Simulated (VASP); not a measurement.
Set up this calculation in VASP 6.6.1, as the native input.

```yaml
Task: single point
Functional: LDA
Potentials_or_basis: VASP PAW LDA potentials, release 64 (Zr_sv, Se)
Cutoff: 500 eV
k_mesh: 12 × 12 × 6
Occupations: gaussian, width 0.05 eV
Spin: no spin polarisation
Dipole_correction: no
Further_INCAR_settings: ALGO = Normal; EDIFF = 1e-06; NBANDS = 19
```

The structure of ZrSe2 lies in POSCAR:

```
ZrSe2
1.0
    3.9291809115      0.0000000000      0.0000000000
   -1.9645904558      3.4027704854      0.0000000000
    0.0000000000      0.0000000000      5.8485916800
Zr Se
1 2
Direct
    0.0000000000      0.0000000000      0.0000000000
    0.3333333333      0.6666666667      0.2302205286
    0.6666666667      0.3333333333      0.7697794714
```

This cell differs from its parent crystal: strained.

These files were run (other wordings do the same):

INCAR

```
SYSTEM = ZrSe2
PREC = Accurate
ENCUT = 500
EDIFF = 1E-6
ISMEAR = 0
SIGMA = 0.05
LREAL = .FALSE.
LASPH = .TRUE.
NELM = 120
ALGO = Normal
ISIF = 2
LWAVE = .FALSE.
LCHARG = .TRUE.
LELF = .TRUE.
LVHAR = .TRUE.
NBANDS = 19
GGA_COMPAT = .FALSE.
```

KPOINTS

```
Automatic mesh
0
G
  12 12 6
  0 0 0
```

Potentials or basis: VASP PAW LDA potentials, release 64 (Zr_sv, Se).

The run is started by

```bash
$ cat potpaw_LDA.64/Zr_sv/POTCAR potpaw_LDA.64/Se/POTCAR > POTCAR
$ mpirun -np 1 vasp_std > vasp.out
```

It gave:

* Pressure: 0.8 GPa
* Largest force: 1.152 eV/Å
* Band gap on the k mesh: 0.59 eV (least direct gap 0.64 eV)

Caveat: the cell differs from its parent crystal (strained); forces of over 1 eV/Å act on the atoms, so gaps and moduli don't describe the material at rest.

Run time: 3.2 min on 1 thread of Intel Xeon 8259CL, with other jobs on the host, peak memory 0.26 GiB.
